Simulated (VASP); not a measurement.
# Y (I4_1/amd) in VASP: single point with PBE

Aim: the single point of Y with PBE.

Everything below comes from runs of VASP 6.6.1. Logs are shortened: lines on timing, memory, paths and dates and some standing lists are left out, and cuts for length are marked.

## Step 1: The cell of the first run

It takes space group I4_1/amd (No. 141, tetragonal). The conventional cell has a = 6.322 Å, b = 6.322 Å, c = 3.449 Å, α = 90.00°, β = 90.00°, γ = 90.00°. Within 4.3 Å of Y (site symmetry -4m2) lie 10 Y at 3.28 to 4.08 Å.

## Step 2: Single point, PBE

The input, INCAR:

```
SYSTEM = Y
ALGO     = Normal         ! electronic algorithm
EDIFF    = 1E-6           ! SCF threshold, eV
ENCUT    = 500            ! plane-wave cutoff, eV
GGA      = PE             ! functional
GGA_COMPAT= .FALSE.      
ISIF     = 2              ! what is computed and relaxed
ISMEAR   = 0              ! smearing method
LASPH    = .TRUE.         ! aspherical terms in the spheres
LCHARG   = .FALSE.        ! write CHGCAR
LREAL    = .FALSE.        ! projectors in reciprocal space
LWAVE    = .FALSE.        ! write WAVECAR
NBANDS   = 18             ! bands
NELM     = 120            ! most SCF steps
PREC     = Accurate       ! precision mode
SIGMA    = 0.1            ! smearing width, eV
```

The input, KPOINTS:

```
k-points
0
G
  6 6 6
  0 0 0
```

The input, POSCAR:

```
Y
1.0
   -3.1610033008      3.1610033008      1.7243856510
    3.1610033008     -3.1610033008      1.7243856510
    3.1610033008      3.1610033008     -1.7243856510
Y
2
Direct
    0.0000000000      0.0000000000      0.0000000000
    0.7500000000      0.2500000000      0.5000000000
```

Potentials or basis: VASP PAW PBE potentials, release 64 (Y_sv).

Started as:

```console
$ cat potpaw_PBE.64/Y_sv/POTCAR > POTCAR
$ mpirun -np 1 vasp_std > vasp.out
```

OUTCAR:

```text
SYSTEM = Y
   EDIFF = 1E-6
   ENCUT = 500
   GGA = PE
   ISIF = 2
   ISMEAR = 0
   LASPH = .TRUE.
   LREAL = .FALSE.
   NELM = 120
   PREC = Accurate

 ion  position               nearest neighbor table
   1  0.000  0.000  0.000-   2 3.28   2 3.28   2 3.28   2 3.28   2 4.08   2 4.08   2 4.08   2 4.08

   2  0.750  0.250  0.500-   1 3.28   1 3.28   1 3.28   1 3.28   1 4.08   1 4.08   1 4.08   1 4.08

  LATTYP: Found a body centered tetragonal cell.
 ALAT       =     6.3220066016
 C/A-ratio  =     0.5455184595

  Lattice vectors:

 A1 = (  -3.1610033008,   3.1610033008,   1.7243856510)
 A2 = (   3.1610033008,  -3.1610033008,   1.7243856510)
 A3 = (   3.1610033008,   3.1610033008,  -1.7243856510)

Analysis of symmetry for initial positions (statically):
=====================================================================
 Subroutine PRICEL returns:
 Original cell was already a primitive cell.

 Routine SETGRP: Setting up the symmetry group for a
 body centered tetragonal supercell.

 Subroutine GETGRP returns: Found 16 space group operations
 (whereof  8 operations were pure point group operations)
 out of a pool of 16 trial point group operations.

The static configuration has the point symmetry D_2d.
 The point group associated with its full space group is D_4h.

Analysis of symmetry for dynamics (positions and initial velocities):
=====================================================================
 Subroutine PRICEL returns:
 Original cell was already a primitive cell.

 Routine SETGRP: Setting up the symmetry group for a
 body centered tetragonal supercell.

 Subroutine GETGRP returns: Found 16 space group operations
 (whereof  8 operations were pure point group operations)
 out of a pool of 16 trial point group operations.

The dynamic configuration has the point symmetry D_2d.
 The point group associated with its full space group is D_4h.

 Subroutine INISYM returns: Found 16 space group operations
 (whereof  8 operations are pure point group operations),
 and found     1 'primitive' translations

----------------------------------------------------------------------------------------

                                     Primitive cell

  volume of cell :      68.9198

  direct lattice vectors                    reciprocal lattice vectors
    -3.161003301  3.161003301  1.724385651     0.000000000  0.158177627  0.289958339
     3.161003301 -3.161003301  1.724385651     0.158177627  0.000000000  0.289958339
     3.161003301  3.161003301 -1.724385651     0.158177627  0.158177627  0.000000000

  length of vectors
     4.791387023  4.791387023  4.791387023     0.330296837  0.330296837  0.223696945

  position of ions in fractional coordinates (direct lattice)
     0.000000000  0.000000000  0.000000000
     0.750000000  0.250000000  0.500000000

  ion indices of the primitive-cell ions
   primitive index   ion index
                 1           1
                 2           2

----------------------------------------------------------------------------------------

 KPOINTS: k-points

Automatic generation of k-mesh.
 Grid dimensions read from file:
 generate k-points for:    6    6    6

 Generating k-lattice:

  Cartesian coordinates                     Fractional coordinates (reciprocal lattice)
     0.000000000  0.026362938  0.048326390     0.166666667  0.000000000  0.000000000
     0.026362938  0.000000000  0.048326390     0.000000000  0.166666667  0.000000000
     0.026362938  0.026362938  0.000000000     0.000000000  0.000000000  0.166666667

  Length of vectors
     0.055049473  0.055049473  0.037282824

  Shift w.r.t. Gamma in fractional coordinates (k-lattice)
     0.000000000  0.000000000  0.000000000

 Subroutine IBZKPT returns following result:
 ===========================================

 Found     30 irreducible k-points:

 Following reciprocal coordinates:
            Coordinates               Weight
  0.000000  0.000000  0.000000      1.000000
  0.166667 -0.000000  0.000000      8.000000
  0.333333 -0.000000  0.000000      8.000000
  0.500000 -0.000000  0.000000      4.000000
  0.166667  0.166667  0.000000      8.000000
  0.333333  0.166667  0.000000     16.000000
[... 16 lines left out ...]
 -0.333333 -0.333333  0.166667      8.000000
 -0.166667 -0.333333  0.166667      8.000000
 [... further k-points ...]
   k-points           NKPTS =     30   k-points in BZ     NKDIM =     30   number of bands    NBANDS=     18
   number of dos      NEDOS =    301   number of ions     NIONS =      2
   total plane-waves  NPLWV =  46656
   dimension x,y,z NGX =    36 NGY =   36 NGZ =   36
   dimension x,y,z NGXF=    72 NGYF=   72 NGZF=   72
   ions per type =               2
   NGX,Y,Z   is equivalent  to a cutoff of  12.49, 12.49, 12.49 a.u.
   NGXF,Y,Z  is equivalent  to a cutoff of  24.98, 24.98, 24.98 a.u.
 SYSTEM =  Y
   PREC   = accura    normal or accurate (medium, high low for compatibility)
   ISTART =      0    job   : 0-new  1-cont  2-samecut
   ICHARG =      2    charge: 1-file 2-atom 10-const
   ISPIN  =      1    spin polarized calculation?
   LNONCOLLINEAR =      F non collinear calculations
   LSORBIT =      F    spin-orbit coupling
   LASPH  =      T    aspherical Exc in radial PAW
   ENCUT  =  500.0 eV  36.75 Ry    6.06 a.u.   8.74  8.74  8.74*2*pi/ulx,y,z
   NELM   =    120;   NELMIN=  2; NELMDL= -5     # of ELM steps
   EDIFF  = 0.1E-05   stopping-criterion for ELM
   LREAL  =      F    real-space projection
   EDIFFG = 0.1E-04   stopping-criterion for IOM
   NSW    =      0    number of steps for IOM
   IBRION =     -1    ionic relax: 0-MD 1-quasi-New 2-CG
   NFREE  =      0    steps in history (QN), initial steepest desc. (CG)
   ISIF   =      2    stress and relaxation
   ISYM   =      2    0-nonsym 1-usesym 2-fastsym
   POTIM  = 0.5000    time-step for ionic-motion
   TEBEG  =    0.0;   TEEND  =   0.0 temperature during run
   PSTRESS=    0.0 pullay stress
   NELECT =      22.0000    total number of electrons
   NUPDOWN=      -1.0000    fix difference up-down
   EMIN   =  10.00;   EMAX   =-10.00  energy-range for DOS
   EFERMI =   0.00;   METHOD = LEGACY
   ISMEAR =     0;   SIGMA  =   0.10  broadening in eV -4-tet -1-fermi 0-gaus
   EFERMI_NEDOS =   21; number of points for ismear=-14 and -15
   IALGO  =     38    algorithm
   IMIX   =      4    mixing-type and parameters
     AMIX     =   0.40;   BMIX     =  1.00
     AMIX_MAG =   1.60;   BMIX_MAG =  1.00
  volume/ion in A,a.u.               =      34.46       232.55
  Fermi-wavevector in a.u.,A,eV,Ry     =   1.118839  2.114299 17.031785  1.251801
  Thomas-Fermi vector in A             =   2.255473
   LORBIT       =      0    0 simple, 1 ext, 2 COOP (PROOUT), +10 PAW based schemes
   GGA     = PE    functional components
   LHFCALC =     F    Hartree Fock is set to
   AEXX    =    0.0000 exact exchange contribution
   IVDW    =     0    specifies the selected vdW correction
   LEPSILON=     F    determine dielectric tensor
   LRPA    =     F    only Hartree local field effects (RPA)
 non-spin polarized calculation
 Gauss-broadening in eV      SIGMA  =   0.10
  energy-cutoff  :      500.00
  volume of cell :       68.92
 maximum number of plane-waves:      1768
   NGX = 17   NGY = 17   NGZ = 17

 number of electron      22.0000000 magnetization

 Free energy of the ion-electron system (eV)
  ---------------------------------------------------
  ext. energy  EPLUGINS =         0.00000000
  ---------------------------------------------------
  free energy    TOTEN  =       -11.95939597 eV

  energy without entropy =      -11.94403506  energy(sigma->0) =      -11.95171552

 E-fermi :   2.7375     XC(G=0):  -9.2257

 val. band max:        2.7151415749   @ k =  -0.1667   0.1667   0.0000
 cond. band min:       2.7570313758   @ k =  -0.3333  -0.3333   0.1667
 fundamental gap:      0.0418898009
 Fermi energy:         2.7374569131

 k-point     1 :       0.0000    0.0000    0.0000
  band No.  band energies     occupation
      1     -40.2980      2.00000
      2     -40.1672      2.00000
      3     -20.5234      2.00000
      4     -20.5234      2.00000
      5     -19.9708      2.00000
      6     -19.9708      2.00000
[... 10 lines left out ...]
     17       6.0074      0.00000
     18       6.7775      0.00000

 k-point     2 :       0.1667   -0.0000    0.0000
  band No.  band energies     occupation
      1     -40.2823      2.00000
      2     -40.1661      2.00000
      3     -20.5140      2.00000
      4     -20.4738      2.00000
      5     -20.0797      2.00000
      6     -20.0511      2.00000
[... 10 lines left out ...]
     17       5.8764      0.00000
     18       7.6413      0.00000

 k-point     3 :       0.3333   -0.0000    0.0000
  band No.  band energies     occupation
      1     -40.2480      2.00000
      2     -40.1666      2.00000
      3     -20.4949      2.00000
      4     -20.4050      2.00000
      5     -20.2947      2.00000
      6     -20.2063      2.00000
[... 10 lines left out ...]
     17       5.9196      0.00000
     18       6.8200      0.00000

 k-point     4 :       0.5000   -0.0000    0.0000
  band No.  band energies     occupation
      1     -40.2278      2.00000
      2     -40.1697      2.00000
      3     -20.4851      2.00000
      4     -20.4508      2.00000
      5     -20.3848      2.00000
      6     -20.1819      2.00000
[... 10 lines left out ...]
     17       6.2064      0.00000
     18       6.7461      0.00000

 k-point     5 :       0.1667    0.1667    0.0000
  band No.  band energies     occupation
      1     -40.2537      2.00000
      2     -40.1610      2.00000
      3     -20.4712      2.00000
      4     -20.4540      2.00000
      5     -20.2592      2.00000
      6     -20.2517      2.00000
[... 10 lines left out ...]
     17       5.8114      0.00000
     18       7.1764      0.00000

 k-point     6 :       0.3333    0.1667    0.0000
  band No.  band energies     occupation
      1     -40.2278      2.00000
      2     -40.1697      2.00000
      3     -20.5000      2.00000
      4     -20.4281      2.00000
      5     -20.3644      2.00000
      6     -20.2657      2.00000
[... 10 lines left out ...]
     17       6.3041      0.00000
     18       7.7022      0.00000

 k-point     7 :       0.5000    0.1667    0.0000
  band No.  band energies     occupation
      1     -40.2332      2.00000
      2     -40.1812      2.00000
      3     -20.4869      2.00000
      4     -20.3635      2.00000
      5     -20.3235      2.00000
      6     -20.1573      2.00000
[... 10 lines left out ...]
     17       6.0426      0.00000
     18       6.6549      0.00000

 k-point     8 :      -0.3333    0.1667   -0.0000
  band No.  band energies     occupation
      1     -40.2667      2.00000
      2     -40.1815      2.00000
      3     -20.4949      2.00000
      4     -20.3846      2.00000
      5     -20.1720      2.00000
      6     -20.0540      2.00000
[... 10 lines left out ...]
     17       5.6211      0.00000
     18       6.8032      0.00000
[... 229 lines left out ...]
     17       6.3084      0.00000
     18       6.4678      0.00000

 k-point    20 :       0.5000    0.5000    0.1667
  band No.  band energies     occupation
      1     -40.2322      2.00000
      2     -40.2322      2.00000
      3     -20.4503      2.00000
      4     -20.4503      2.00000
      5     -20.1092      2.00000
      6     -20.1092      2.00000
[... 10 lines left out ...]
     17       6.6217      0.00000
     18       6.6219      0.00000

 k-point    21 :      -0.3333    0.5000    0.1667
  band No.  band energies     occupation
      1     -40.2383      2.00000
      2     -40.2091      2.00000
      3     -20.5376      2.00000
      4     -20.4517      2.00000
      5     -20.1313      2.00000
      6     -20.0612      2.00000
[... 10 lines left out ...]
     17       5.6277      0.00000
     18       6.1550      0.00000

 k-point    22 :      -0.1667    0.5000    0.1667
  band No.  band energies     occupation
      1     -40.2313      2.00000
      2     -40.1827      2.00000
      3     -20.5214      2.00000
      4     -20.4464      2.00000
      5     -20.2753      2.00000
      6     -20.2284      2.00000
[... 10 lines left out ...]
     17       5.9537      0.00000
     18       6.2799      0.00000

 k-point    23 :      -0.3333   -0.3333    0.1667
  band No.  band energies     occupation
      1     -40.2304      2.00000
      2     -40.1834      2.00000
      3     -20.5172      2.00000
      4     -20.4948      2.00000
      5     -20.2726      2.00000
      6     -20.2408      2.00000
[... 10 lines left out ...]
     17       6.1037      0.00000
     18       6.1360      0.00000

 k-point    24 :      -0.1667   -0.3333    0.1667
  band No.  band energies     occupation
      1     -40.2371      2.00000
      2     -40.1603      2.00000
      3     -20.4866      2.00000
      4     -20.4836      2.00000
      5     -20.3664      2.00000
      6     -20.3254      2.00000
[... 10 lines left out ...]
     17       6.8868      0.00000
     18       7.5723      0.00000

 [... further k-points ...]

------------------------ aborting loop because EDIFF is reached ----------------------------------------

  FORCE on cell =-STRESS in cart. coord.  units (eV):
  Direction    XX          YY          ZZ          XY          YZ          ZX
  --------------------------------------------------------------------------------------
  -------------------------------------------------------------------------------------
  Total       -0.6516390     -0.6516390     -0.6977527      0.0000000      0.0000000      0.0000000
  in kB      -15.1486303    -15.1486303    -16.2206341      0.0000000      0.0000000      0.0000000
  external PRESSURE =     -15.5059649 kB  Pullay stress =       0.0000000 kB

 VOLUME and BASIS-vectors are now :
 -----------------------------------------------------------------------------
  energy-cutoff  :      500.00
  volume of cell :       68.92
      direct lattice vectors                 reciprocal lattice vectors
    -3.161003301  3.161003301  1.724385651     0.000000000  0.158177627  0.289958339
     3.161003301 -3.161003301  1.724385651     0.158177627  0.000000000  0.289958339
     3.161003301  3.161003301 -1.724385651     0.158177627  0.158177627  0.000000000

 POSITION                                       TOTAL-FORCE (eV/Angst)
 -----------------------------------------------------------------------------------
      0.00000      0.00000      0.00000        -0.000000     -0.000000      0.000000
      0.00000      3.16100      0.86219         0.000000      0.000000     -0.000000
 -----------------------------------------------------------------------------------
    total drift:                               -0.000000      0.000000     -0.000000

  FREE ENERGIE OF THE ION-ELECTRON SYSTEM (eV)
  ---------------------------------------------------
  free  energy   TOTEN  =       -11.9593959724 eV

  energy  without entropy=      -11.9440350605  energy(sigma->0) =      -11.95171552
```

Run time: 50 s. Hardware: 1 thread of Intel Xeon 8259CL, shared host; peak memory 0.22 GiB.

Results:

```yaml
Free_energy: -11.9594 eV
Pressure: -1.6 GPa
Band_gap_on_the_k_mesh: zero (bands 11 and 12 overlap by 0.46 eV)
```

The gap in the log of VASP goes by the Fermi energy; the results here count the filled bands.